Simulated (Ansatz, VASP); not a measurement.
# Ir: VASP beside Ansatz

File INCAR:

```
PREC = Accurate
ENCUT = 520
EDIFF = 1E-6
ISMEAR = -1
SIGMA = 0.1
LREAL = False
LASPH = True
NELM = 60
ALGO = Normal
ISIF = 2
LWAVE = False
LCHARG = False
GGA = PE
NBANDS = 10
```

The input KPOINTS:

```
regular mesh
0
Gamma
  17 17 17
```

Contents of POSCAR:

```
Ir
1.0
    0.0000000000      1.9357497200      1.9357497200
    1.9357497200      0.0000000000      1.9357497200
    1.9357497200      1.9357497200      0.0000000000
Ir
1
Direct
    0.0000000000      0.0000000000      0.0000000000
```

Input for Ansatz:

```yaml
crystal:
  lattice:
    - [0.0, 1.93574972, 1.93574972]
    - [1.93574972, 0.0, 1.93574972]
    - [1.93574972, 1.93574972, 0.0]
  atoms:
    - { symbol: Ir, position: [0.0, 0.0, 0.0] }
kpoints:
  mp_grid: { grid: [17, 17, 17] }
  band_path:
    path:
      - [0.0, 0.0, 0.0]
      - [0.5, 0.0, 0.5]
      - [0.625, 0.25, 0.625]
      - [0.375, 0.375, 0.75]
      - [0.0, 0.0, 0.0]
      - [0.5, 0.5, 0.5]
      - [0.5, 0.25, 0.75]
      - [0.5, 0.0, 0.5]
    npoints: 8
scf:
  occupations: { method: fermi_dirac, width: 0.1 }
hamiltonian:
  xc: pbe
  pseudopotentials: { kind: paw }
output:
  forces: true
  stress: true
  eigenvalues: true
  populations: true
  dos: { projected: true, de: 0.2, e_range: [-14, 8] }
```

Change from the starting cell: volume scaled by 1, PAW files.

Alike in both runs: task single point; functional PBE; k mesh 17 × 17 × 17; occupations fermi-dirac, width 0.1 eV; no spin polarisation.

|  | VASP | Ansatz |
| --- | --- | --- |
| version | VASP 6.6.1 | Ansatz 0.2.0 |
| potentials or method | VASP PAW PBE potentials, release 64 (Ir) | PAW with Ansatz's default frozen-core files, scalar-relativistic |
| plane-wave cutoff (eV) | 520 | 420 |
| valence electrons in the cell | 9 | 17 |

|  | VASP | Ansatz | Ansatz less VASP |
| --- | --- | --- | --- |
| pressure (GPa) | 0.5 | 0.0 | -0.50 |

With one functional, cell and mesh, what is left measures potentials, basis and numerics. VASP's potentials hold 9 valence electrons a cell and Ansatz's 17, so a difference there can come from the potentials and not from the codes.

Neither program's run includes spin-orbit coupling.
